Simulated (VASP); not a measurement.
Here is a VASP 6.6.1 calculation.

File INCAR:

```
PREC = Accurate ; ENCUT = 520
EDIFF = 1E-6 ; ISMEAR = -1
SIGMA = 0.05 ; LREAL = Auto
LASPH = T ; NELM = 100
ALGO = Normal ; ISIF = 2
LWAVE = F ; LCHARG = T
GGA = PE ; IVDW = 12
LELF = T ; LVHAR = T
NBANDS = 56
```

KPOINTS

```
Automatic mesh
0
Gamma
  2 2 2
```

File POSCAR:

```
H7C6O8
1.0
    5.2658520000      0.0000000000      0.0000000000
    0.4708210000      5.4317370000      0.0000000000
    2.0503980000      2.5584150000      7.9336630000
H C O
7 6 8
Direct
    0.8983428128      0.2686923125      0.5800599294
    0.0616728149      0.6797422888      0.4277721401
    0.4778194560      0.1833108278      0.3447461784
    0.5256217027      0.5220692485      0.1874039772
    0.5328995239      0.6766896458      0.7066092926
    0.8327091750      0.0401893256      0.9910050376
    0.2588351361      0.9802943301     -0.0026973669
    0.7763463541      0.4210809615      0.3660856278
    0.1861755875      0.5694694284      0.6424648993
    0.6330064402      0.3459540823      0.2631193183
    0.3220706217      0.6331734524      0.7522502531
    0.8247280392      0.2211476039      0.1352338762
    0.1927907447      0.7839729069      0.8645060926
    0.8916790729      0.6268784649      0.3146717979
    0.0812485709      0.3491520585      0.7012145588
    0.7819784112      0.2368569480      0.5117056270
    0.2103202681      0.7285813546      0.4863705454
    0.0621358110      0.2178657773      0.1194530194
    0.9590947354      0.8453774267      0.8734048825
    0.6955449281      0.1376884585      0.0509348582
    0.3599963075      0.8696651663      0.9301882371
```

Potentials or basis: VASP PAW PBE potentials, release 64 (H, C, O).

Run with:

```sh
$ cat potpaw_PBE.64/H/POTCAR potpaw_PBE.64/C/POTCAR potpaw_PBE.64/O/POTCAR > POTCAR
$ mpirun -np 1 vasp_std > vasp.out
```

**Question.** Estimate the dispersion energy per atom.

**Answer.** -0.060 eV.

**Question.** What does it give for the band gap on the k mesh?

**Answer.** Zero (an odd number of electrons rules out a gap without spin polarisation).

**Question.** Predict the largest force.

**Answer.** 3.199 eV/Å.

Forces in eV/Å, atoms in the order of the input:
```
H    0.220  0.396  0.039
H    1.321  0.343  0.076
H    1.241  1.326 -1.136
H    0.974 -1.187  0.793
H   -0.224 -0.533  0.162
H   -0.561 -0.839 -1.016
H    0.248  0.211 -0.026
C    0.283 -1.041  1.077
C    0.024 -1.527  0.200
C   -2.723 -1.452 -0.845
C    1.111  1.999 -0.079
C   -0.693  2.293  1.481
C    0.357 -1.211 -1.265
O    1.197  1.561  0.237
O   -0.347  1.060 -0.970
O   -0.360 -0.172 -0.165
O   -1.791 -0.667  0.124
O    0.589 -0.612 -0.142
O   -0.436  0.252  0.796
O   -0.020 -0.357  0.059
O   -0.411  0.157  0.598
```

Caveat: the k points lie up to 0.61 Å⁻¹ apart, too coarse for converged energies and pressures of a metal; an odd number of electrons without spin polarisation forces a metal; a magnetic or distorted state may lie lower.
